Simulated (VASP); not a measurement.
Sn3Se2, 5 atoms in the cell. The structure is trigonal, space group R3 (No. 146). The conventional cell has a = 6.123 Å, b = 6.123 Å, c = 13.237 Å, α = 90.00°, β = 90.00°, γ = 120.00°. Within 3.9 Å of Sn (site symmetry 1) lie 4 Se at 2.87 to 3.27 Å and 6 Sn at 3.37 to 3.89 Å. Within 3.8 Å of Se (site symmetry 3) lie 6 Sn at 2.89 to 3.24 Å and 4 Se at 3.60 to 3.63 Å. Within 3.8 Å of Se (site symmetry 3) lie 6 Sn at 2.87 to 3.27 Å and 4 Se at 3.60 to 3.63 Å. The cell was generated, and may not be a known phase.

```yaml
Program: VASP 6.6.1
Task: single point
Functional: PBE
Potentials_or_basis: VASP PAW PBE potentials, release 64 (Sn_d, Se)
Cutoff: 520 eV
k_mesh: 3 × 3 × 3
Occupations: gaussian, width 0.2 eV
Spin: no spin polarisation
Dipole_correction: no
Further_INCAR_settings: ALGO = Normal; EDIFF = 1e-06; NBANDS = 35
```

Potentials or basis: VASP PAW PBE potentials, release 64 (Sn_d, Se).

The run is started by

```sh
$ cat potpaw_PBE.64/Sn_d/POTCAR potpaw_PBE.64/Se/POTCAR > POTCAR
$ mpirun -np 1 vasp_std > vasp.out
```

Hardware: 1 thread of Intel(R) Xeon(R) 6975P-C (Granite Rapids), with other jobs on the host.

Problem. How long does it take, and how much memory?

Solution. Run time: 22 s on 1 thread of Intel(R) Xeon(R) 6975P-C (Granite Rapids), on a shared host, peak memory 0.25 GiB. Counts: scf iterations 14, k points 6.
